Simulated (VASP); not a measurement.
# TiO2 in VASP: a series of runs

Runs on TiO2. Level: LDA. Tasks: single point.

Everything below comes from runs of VASP 6.6.1. Logs are shortened: lines on timing, memory, paths and dates and some standing lists are left out, and cuts for length are marked.

### Step 1. The cell of the first run

The typed cell holds 12 atoms: a = 5.403 Å, b = 5.403 Å, c = 5.403 Å, α = 114.65°, β = 106.94°, γ = 106.94°.

### Step 2. Single point, LDA

INCAR reads:

```
SYSTEM = TiO2
PREC = Accurate
ENCUT = 520
EDIFF = 1E-6
ISMEAR = 0
SIGMA = 0.1
LREAL = .FALSE.
LASPH = .TRUE.
NELM = 60
ALGO = Normal
ISIF = 2
LWAVE = .FALSE.
LCHARG = .TRUE.
GGA = CA
LELF = .TRUE.
LVHAR = .TRUE.
NBANDS = 60
```

KPOINTS reads:

```
Automatic mesh
0
G
  4 4 4
  0 0 0
```

POSCAR reads:

```
TiO2
1.0
   -2.9169518645      3.2162124345      3.2162226226
    2.9169518645     -3.2162124345      3.2162226226
    2.9169518645      3.2162124345     -3.2162226226
Ti O
4 8
Direct
    0.5000262548      0.7500262548      0.7500000000
    0.4999737452      0.2499737452      0.2500000000
    0.0000000000      0.0000000000      0.5000000000
    0.0000000000      0.5000000000      0.0000000000
    0.3039519226      0.3039632606      0.5000113380
    0.1960882153      0.2500396699      0.9460485454
    0.3039519226      0.8039405845     -0.0000113380
    0.8039911244      0.2500396699      0.5539514546
    0.1960088756      0.7499603301      0.4460485454
    0.8039117847      0.7499603301      0.0539514546
    0.6960480774      0.1960594155      1.0000113380
    0.6960480774      0.6960367394      0.4999886620
```

Potentials or basis: VASP PAW LDA potentials, release 64 (Ti_sv, O).

Command:

```sh
cat potpaw_LDA.64/Ti_sv/POTCAR potpaw_LDA.64/O/POTCAR > POTCAR
mpirun -np 1 vasp_std > vasp.out
```

OUTCAR:

```text
SYSTEM = TiO2
   PREC = Accurate
   ENCUT = 520
   EDIFF = 1E-6
   ISMEAR = 0
   LREAL = .FALSE.
   LASPH = .TRUE.
   NELM = 60
   ISIF = 2
   GGA = CA

 ion  position               nearest neighbor table
   1  0.500  0.750  0.750-  12 1.93  11 1.93   7 1.93   5 1.93   9 1.96  10 1.96   2 2.92   2 2.92

   2  0.500  0.250  0.250-   5 1.93   7 1.93  11 1.93  12 1.93   8 1.96   6 1.96   1 2.92   1 2.92

   3  0.000  0.000  0.500-  10 1.93   6 1.93   8 1.93   9 1.93   5 1.96  12 1.96   4 2.92   4 2.92

   4  0.000  0.500  0.000-   9 1.93   8 1.93   6 1.93  10 1.93   7 1.96  11 1.96   3 2.92   3 2.92

   5  0.304  0.304  0.500-   2 1.93   1 1.93   3 1.96
   6  0.196  0.250  0.946-   3 1.93   4 1.93   2 1.96
   7  0.304  0.804  1.000-   2 1.93   1 1.93   4 1.96
   8  0.804  0.250  0.554-   4 1.93   3 1.93   2 1.96
   9  0.196  0.750  0.446-   4 1.93   3 1.93   1 1.96
  10  0.804  0.750  0.054-   3 1.93   4 1.93   1 1.96
  11  0.696  0.196  0.000-   1 1.93   2 1.93   4 1.96
  12  0.696  0.696  0.500-   1 1.93   2 1.93   3 1.96

  LATTYP: Found a body centered tetragonal cell.
 ALAT       =     6.4324248690
 C/A-ratio  =     0.9069524865

  Lattice vectors:

 A1 = (  -2.9169518645,   3.2162124345,  -3.2162226226)
 A2 = (  -2.9169518645,  -3.2162124345,   3.2162226226)
 A3 = (   2.9169518645,   3.2162124345,   3.2162226226)

Analysis of symmetry for initial positions (statically):
=====================================================================
 Subroutine PRICEL returns:
 Original cell was already a primitive cell.

 Routine SETGRP: Setting up the symmetry group for a
 body centered tetragonal supercell.

 Subroutine GETGRP returns: Found  8 space group operations
 (whereof  4 operations were pure point group operations)
 out of a pool of 16 trial point group operations.

The static configuration has the point symmetry C_2h.
 The point group associated with its full space group is D_2h.

Analysis of symmetry for dynamics (positions and initial velocities):
=====================================================================
 Subroutine PRICEL returns:
 Original cell was already a primitive cell.

 Routine SETGRP: Setting up the symmetry group for a
 body centered tetragonal supercell.

 Subroutine GETGRP returns: Found  8 space group operations
 (whereof  4 operations were pure point group operations)
 out of a pool of 16 trial point group operations.

The dynamic configuration has the point symmetry C_2h.
 The point group associated with its full space group is D_2h.

[... 122 lines left out ...]
   NELECT =      96.0000    total number of electrons
   NUPDOWN=      -1.0000    fix difference up-down
   EMIN   =  10.00;   EMAX   =-10.00  energy-range for DOS
   EFERMI =   0.00;   METHOD = LEGACY
   ISMEAR =     0;   SIGMA  =   0.10  broadening in eV -4-tet -1-fermi 0-gaus
   EFERMI_NEDOS =   21; number of points for ismear=-14 and -15
   IALGO  =     38    algorithm
   IMIX   =      4    mixing-type and parameters
     AMIX     =   0.40;   BMIX     =  1.00
     AMIX_MAG =   1.60;   BMIX_MAG =  1.00
  volume/ion in A,a.u.               =      10.06        67.87
  Fermi-wavevector in a.u.,A,eV,Ry     =   1.516836  2.866404 31.304157  2.300791
  Thomas-Fermi vector in A             =   2.626172
   LORBIT       =      0    0 simple, 1 ext, 2 COOP (PROOUT), +10 PAW based schemes
   GGA     = CA    functional components
   LHFCALC =     F    Hartree Fock is set to
   AEXX    =    0.0000 exact exchange contribution
   IVDW    =     0    specifies the selected vdW correction
   LEPSILON=     F    determine dielectric tensor
   LRPA    =     F    only Hartree local field effects (RPA)
 non-spin polarized calculation
 Gauss-broadening in eV      SIGMA  =   0.10
  energy-cutoff  :      520.00
  volume of cell :      120.69
 maximum number of plane-waves:      3266
   NGX = 21   NGY = 21   NGZ = 21

 number of electron      96.0000041 magnetization

 Free energy of the ion-electron system (eV)
  ---------------------------------------------------
  ext. energy  EPLUGINS =         0.00000000
  ---------------------------------------------------
  free energy    TOTEN  =      -117.55291089 eV

  energy without entropy =     -117.55291089  energy(sigma->0) =     -117.55291089

 E-fermi :   5.5239     XC(G=0): -12.1721

 val. band max:        4.9192334507   @ k =   0.0000   0.0000   0.0000
 cond. band min:       6.7463299598   @ k =   0.0000   0.0000   0.0000
 fundamental gap:      1.8270965091
 Fermi energy:         5.5238874463

 k-point     1 :       0.0000    0.0000    0.0000
  band No.  band energies     occupation
      1     -51.1608      2.00000
      2     -51.1386      2.00000
      3     -51.0978      2.00000
      4     -51.0977      2.00000
      5     -28.1871      2.00000
      6     -28.1870      2.00000
[... 1123 lines left out ...]
     59       8.8970      0.00000
     60       8.8971      0.00000

------------------------ aborting loop because EDIFF is reached ----------------------------------------

  FORCE on cell =-STRESS in cart. coord.  units (eV):
  Direction    XX          YY          ZZ          XY          YZ          ZX
  --------------------------------------------------------------------------------------
  -------------------------------------------------------------------------------------
  Total        1.2220486      0.8583414      0.8568880      0.0000000      0.0000000      0.0000000
  in kB       16.2225451     11.3943768     11.3750827      0.0000000      0.0000000      0.0000000
  external PRESSURE =      12.9973349 kB  Pullay stress =       0.0000000 kB

 VOLUME and BASIS-vectors are now :
 -----------------------------------------------------------------------------
  energy-cutoff  :      520.00
  volume of cell :      120.69
      direct lattice vectors                 reciprocal lattice vectors
    -2.916951865  3.216212435  3.216222623     0.000000000  0.155462368  0.155461875
     2.916951865 -3.216212435  3.216222623     0.171411810  0.000000000  0.155461875
     2.916951865  3.216212435 -3.216222623     0.171411810  0.155462368  0.000000000

 POSITION                                       TOTAL-FORCE (eV/Angst)
 -----------------------------------------------------------------------------------
      2.91695      1.60811      1.60828        -0.000000      0.000000     -0.000301
      0.00000      1.60811      1.60794        -0.000000      0.000000      0.000301
      1.45848      1.60811     -1.60811        -0.000000      0.000000     -0.000000
      1.45848     -1.60811      1.60811        -0.000000      0.000000     -0.000000
      1.45854      1.60811      0.34704        -0.001614      0.000000     -0.034804
      2.91695      2.86917     -1.60786         0.000000      0.034665     -0.001859
      4.37536      1.60811      0.34704         0.001614      0.000000     -0.034804
      0.00000      3.56325      1.60837        -0.000000     -0.034665     -0.001859
      2.91695     -0.34704      1.60786         0.000000      0.034665      0.001859
      0.00000      0.34704      4.82408        -0.000000     -0.034665      0.001859
     -1.45841      1.60811      2.86918        -0.001614     -0.000000      0.034804
      1.45841      1.60811      2.86918         0.001614     -0.000000      0.034804
 -----------------------------------------------------------------------------------
    total drift:                               -0.000000     -0.000000      0.000000

  FREE ENERGIE OF THE ION-ELECTRON SYSTEM (eV)
  ---------------------------------------------------
  free  energy   TOTEN  =      -117.5529108866 eV

  energy  without entropy=     -117.5529108866  energy(sigma->0) =     -117.55291089
```

OSZICAR:

```text
N       E                     dE             d eps       ncg     rms          rms(c)
DAV:   1     0.149701120370E+04    0.14970E+04   -0.47921E+04  2208   0.192E+03
DAV:   2     0.154237364110E+03   -0.13428E+04   -0.12696E+04  2220   0.596E+02
DAV:   3    -0.129393694275E+03   -0.28363E+03   -0.27462E+03  2744   0.240E+02
DAV:   4    -0.150059572898E+03   -0.20666E+02   -0.20614E+02  3256   0.691E+01
DAV:   5    -0.151036988679E+03   -0.97742E+00   -0.97703E+00  3196   0.124E+01    0.454E+01
DAV:   6    -0.118793711111E+03    0.32243E+02   -0.19698E+02  2956   0.978E+01    0.172E+01
DAV:   7    -0.118049988075E+03    0.74372E+00   -0.29335E+01  2824   0.321E+01    0.119E+01
DAV:   8    -0.117931297376E+03    0.11869E+00   -0.69463E+00  2748   0.191E+01    0.586E+00
DAV:   9    -0.117541413188E+03    0.38988E+00   -0.23548E+00  2736   0.106E+01    0.145E+00
DAV:  10    -0.117560088294E+03   -0.18675E-01   -0.18650E-01  2700   0.244E+00    0.639E-01
DAV:  11    -0.117552975806E+03    0.71125E-02   -0.28092E-02  2432   0.787E-01    0.119E-01
DAV:  12    -0.117553383737E+03   -0.40793E-03   -0.22837E-03  2816   0.362E-01    0.213E-01
DAV:  13    -0.117552916099E+03    0.46764E-03   -0.13409E-03  2744   0.252E-01    0.539E-02
DAV:  14    -0.117552910309E+03    0.57899E-05   -0.11256E-04  3180   0.635E-02    0.160E-02
DAV:  15    -0.117552911645E+03   -0.13357E-05   -0.15222E-05  2860   0.224E-02    0.101E-02
DAV:  16    -0.117552910887E+03    0.75804E-06   -0.36887E-06  1884   0.118E-02
   1 F= -.11755291E+03 E0= -.11755291E+03  d E =-.116724E-18
```

Wall time 73 s (1 thread of Intel Xeon 6975P-C (Granite Rapids), shared host); peak memory 0.25 GiB.

What came out:

* Free energy: -117.5529 eV
* Pressure: 1.3 GPa
* Largest force: 0.035 eV/Å
* Band gap on the k mesh: 1.83 eV

Forces on the atoms (eV/Å):
```
Ti   0.000  0.000  0.000
Ti   0.000  0.000  0.000
Ti   0.000  0.000  0.000
Ti   0.000  0.000  0.000
O   -0.002  0.000 -0.035
O    0.000  0.035 -0.002
O    0.002  0.000 -0.035
O    0.000 -0.035 -0.002
O    0.000  0.035  0.002
O    0.000 -0.035  0.002
O   -0.002  0.000  0.035
O    0.002  0.000  0.035
```

Stress tensor (GPa, compression positive):
```
1.62 0.00 0.00
0.00 1.14 0.00
0.00 0.00 1.14
```

A k mesh can miss the band edges. As with any semilocal functional, this LDA gap is likely too small.

### Step 3. Single point, LDA

INCAR reads:

```
SYSTEM = TiO2
  PREC = Accurate
  ENCUT = 520
  EDIFF = 1E-7
  ISMEAR = 0
  SIGMA = 0.02
  LREAL = .False.
  LASPH = .True.
  NELM = 80
  ALGO = Normal
  ISIF = 2
  LWAVE = .False.
  LCHARG = .False.
  NBANDS = 60
```

KPOINTS reads:

```
regular mesh
0
Gamma
  6 6 6
  0 0 0
```

Edit POSCAR of step 2 so:

```diff
@@ -14,3 +14,3 @@
     0.1960882153      0.2500396699      0.9460485454
-    0.3039519226      0.8039405845     -0.0000113380
+    0.3039519226      0.8039405846     -0.0000113380
     0.8039911244      0.2500396699      0.5539514546
@@ -18,3 +18,3 @@
     0.8039117847      0.7499603301      0.0539514546
-    0.6960480774      0.1960594155      1.0000113380
+    0.6960480774      0.1960594154      1.0000113380
     0.6960480774      0.6960367394      0.4999886620
```

Potentials or basis: VASP PAW LDA potentials, release 64 (Ti_sv, O).

Command:

```sh
cat potpaw_LDA.64/Ti_sv/POTCAR potpaw_LDA.64/O/POTCAR > POTCAR
mpirun -np 1 vasp_std > vasp.out
```

OUTCAR:

```text
SYSTEM = TiO2
   PREC = Accurate
   ENCUT = 520
   EDIFF = 1E-7
   ISMEAR = 0
   LREAL = .False.
   LASPH = .True.
   NELM = 80
   ISIF = 2

 ion  position               nearest neighbor table
   1  0.500  0.750  0.750-  11 1.93  12 1.93   5 1.93   7 1.93   9 1.96  10 1.96   2 2.92   2 2.92

   2  0.500  0.250  0.250-   5 1.93   7 1.93  11 1.93  12 1.93   8 1.96   6 1.96   1 2.92   1 2.92

   3  0.000  0.000  0.500-  10 1.93   6 1.93   8 1.93   9 1.93   5 1.96  12 1.96   4 2.92   4 2.92

   4  0.000  0.500  0.000-   9 1.93   8 1.93   6 1.93  10 1.93   7 1.96  11 1.96   3 2.92   3 2.92
[... 1746 lines left out ...]

 VOLUME and BASIS-vectors are now :
 -----------------------------------------------------------------------------
  energy-cutoff  :      520.00
  volume of cell :      120.69
      direct lattice vectors                 reciprocal lattice vectors
    -2.916951865  3.216212435  3.216222623     0.000000000  0.155462368  0.155461875
     2.916951865 -3.216212435  3.216222623     0.171411810  0.000000000  0.155461875
     2.916951865  3.216212435 -3.216222623     0.171411810  0.155462368  0.000000000

 POSITION                                       TOTAL-FORCE (eV/Angst)
 -----------------------------------------------------------------------------------
      2.91695      1.60811      1.60828         0.000000     -0.000000     -0.000313
      0.00000      1.60811      1.60794        -0.000000     -0.000000      0.000313
      1.45848      1.60811     -1.60811         0.000000     -0.000000      0.000000
      1.45848     -1.60811      1.60811         0.000000     -0.000000      0.000000
      1.45854      1.60811      0.34704        -0.001613      0.000000     -0.036061
      2.91695      2.86917     -1.60786        -0.000000      0.035942     -0.001861
      4.37536      1.60811      0.34704         0.001613     -0.000000     -0.036061
      0.00000      3.56325      1.60837         0.000000     -0.035942     -0.001861
      2.91695     -0.34704      1.60786         0.000000      0.035942      0.001861
      0.00000      0.34704      4.82408         0.000000     -0.035942      0.001861
     -1.45841      1.60811      2.86918        -0.001613      0.000000      0.036061
      1.45841      1.60811      2.86918         0.001613     -0.000000      0.036061
 -----------------------------------------------------------------------------------
    total drift:                               -0.000000     -0.000000      0.000000

  FREE ENERGIE OF THE ION-ELECTRON SYSTEM (eV)
  ---------------------------------------------------
  free  energy   TOTEN  =      -117.5548918500 eV

  energy  without entropy=     -117.5548918500  energy(sigma->0) =     -117.55489185
```

stdout:

```text
POSCAR found type information on POSCAR TiO
 POSCAR found :  2 types and      12 ions
 scaLAPACK will be used
 LDA part: xc-table for (Slater(with rela. corr.)+CA(PZ))
 , standard interpolation
 POSCAR, INCAR and KPOINTS ok, starting setup
 FFT: planning ... GRIDC
 FFT: planning ... GRID_SOFT
 FFT: planning ... GRID
 WAVECAR not read
 entering main loop
```

Run time: 3.2 min. Hardware: 1 thread of Intel Xeon 6975P-C (Granite Rapids), shared host; peak memory 0.35 GiB.

What came out:

```
Free energy            : -117.5549 eV
Pressure               : 1.3 GPa
Largest force          : 0.036 eV/Å
Band gap on the k mesh : 1.83 eV
```

Forces on the atoms (eV/Å):
```
Ti   0.000  0.000  0.000
Ti   0.000  0.000  0.000
Ti   0.000  0.000  0.000
Ti   0.000  0.000  0.000
O   -0.002  0.000 -0.036
O    0.000  0.036 -0.002
O    0.002  0.000 -0.036
O    0.000 -0.036 -0.002
O    0.000  0.036  0.002
O    0.000 -0.036  0.002
O   -0.002  0.000  0.036
O    0.002  0.000  0.036
```

[end of part 1 of 2]
